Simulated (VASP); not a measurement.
Write the native input for VASP 6.6.1 that does the following.

```
Task                   : single point
Functional             : PBE
Potentials or basis    : VASP PAW PBE potentials, release 64 (Ta_pv, N)
Cutoff                 : 520 eV
k mesh                 : 3 × 3 × 1
Occupations            : gaussian, width 0.1 eV
Spin                   : no spin polarisation
Dipole correction      : yes
Further INCAR settings : LREAL = Auto; ALGO = Normal; EDIFF = 1e-06; NBANDS = 114
```

The structure of TaN lies in POSCAR:

```
TaN
1.0
    6.2469625124      0.0000000000      0.0000000000
    0.0000000000      6.2469625124      0.0000000000
    0.0000000000      0.0000000000     23.0086695543
Ta N
12 12
Direct
    0.5000000000      0.5000000000      0.3476950278
    0.5000000000      0.0000000000      0.3476950278
    0.0000000000      0.5000000000      0.3476950278
    0.0000000000      0.0000000000      0.3476950278
    0.7232786631      0.7518580589      0.4416558582
    0.7712029496      0.2518759916      0.4439225386
    0.2823516744      0.7429168730      0.4410202820
    0.2260802525      0.2591243231      0.4409281501
   -0.0175201229      0.0123039602      0.5291964796
   -0.0052408629      0.4944949769      0.5305232741
    0.5070997986     -0.0055943412      0.5301941406
    0.4983973956      0.5075023390      0.5635814971
    0.2500000000      0.2500000000      0.3476950278
    0.2500000000      0.7500000000      0.3476950278
    0.7500000000      0.2500000000      0.3476950278
    0.7500000000      0.7500000000      0.3476950278
    0.5066356840      0.4742191633      0.4430510945
    0.4900735923      0.0305030868      0.4393809697
   -0.0066888422      0.5346748988      0.4396232120
    0.0111261473     -0.0278700245      0.4396030590
    0.7586580016      0.7525968612      0.5419400922
    0.7389896141      0.2572019517      0.5464031664
    0.2515195676      0.7472620170      0.5377110372
    0.2424650457      0.2456341818      0.5394146797
```

These files were run (other wordings do the same):

INCAR

```
SYSTEM = TaN
PREC = Accurate
ENCUT = 520
EDIFF = 1E-6
ISMEAR = 0
SIGMA = 0.1
LREAL = Auto
LASPH = .TRUE.
NELM = 100
ALGO = Normal
ISIF = 2
LWAVE = .FALSE.
LCHARG = .FALSE.
LDIPOL = .TRUE.
IDIPOL = 3
DIPOL = 0.5 0.5 0.443
GGA = PE
NBANDS = 114
```

KPOINTS

```
regular mesh
0
G
  3 3 1
  0 0 0
```

Potentials or basis: VASP PAW PBE potentials, release 64 (Ta_pv, N).

Run with:

```console
$ cat potpaw_PBE.64/Ta_pv/POTCAR potpaw_PBE.64/N/POTCAR > POTCAR
$ mpirun -np 1 vasp_std > vasp.out
```

It gave:

The largest force is 2.930 eV/Å and the band gap on the k mesh is zero (bands 96 and 97 overlap by 0.22 eV).

Caveat: spin-orbit coupling is left out, which moves the levels of the heavy elements.

It took 30 min on 1 thread of Intel(R) Xeon(R) Platinum 8175M CPU @ 2.50GHz (Skylake/Cascade Lake) (shared host), peak memory 0.96 GiB.
